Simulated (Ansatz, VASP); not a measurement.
**Sc2SnS: VASP beside Ansatz**

```
Sc Sn S
1.0
     3.54856    0.00000    0.00000
    -1.77428    3.07314    0.00000
     0.00000    0.00000    7.71147
Sc Sn S
2 1 1
Cartesian
  1.7743 1.0244 2.2445
  1.7743 1.0244 5.4670
  0.0000 0.0000 0.0000
  0.0000 2.0488 3.8557
```

Change from the starting cell: relaxed end of: species swapped into the BiPt2Pb type (P-6m2, No. 187).

Alike in both runs: functional PBE; k mesh 18 × 18 × 6; occupations gaussian, width 0.1 eV; no spin polarisation.

Ansatz relaxed the structure, and its values are those at the end. VASP's run is a single point on that final structure, the one shown.

|  | VASP | Ansatz |
| --- | --- | --- |
| version | VASP 6.6.1 | Ansatz 0.2.0 |
| potentials or method | VASP PAW PBE potentials, release 64 (Sc_sv, Sn_d, S), cutoff 520 eV | scalar-relativistic, plane waves, PAW |
| valence electrons in the cell | 42 | 42 |

VASP gave:

| Quantity | Value |
| --- | --- |
| gap on the k mesh at the Fermi level (eV) | none |
| pressure (GPa) | 0.1 |
| rms of the force components (eV/Å) | 0.010 |

Q: Which values does Ansatz return?

A: gap on the k mesh at the Fermi level (eV): none; pressure (GPa): 0.0; rms of the force components (eV/Å): 0.000.

A gap of «none» marks a metal or a gap that the smearing closes. The functional is the same, so the differences come from potentials, cutoffs and numerics.
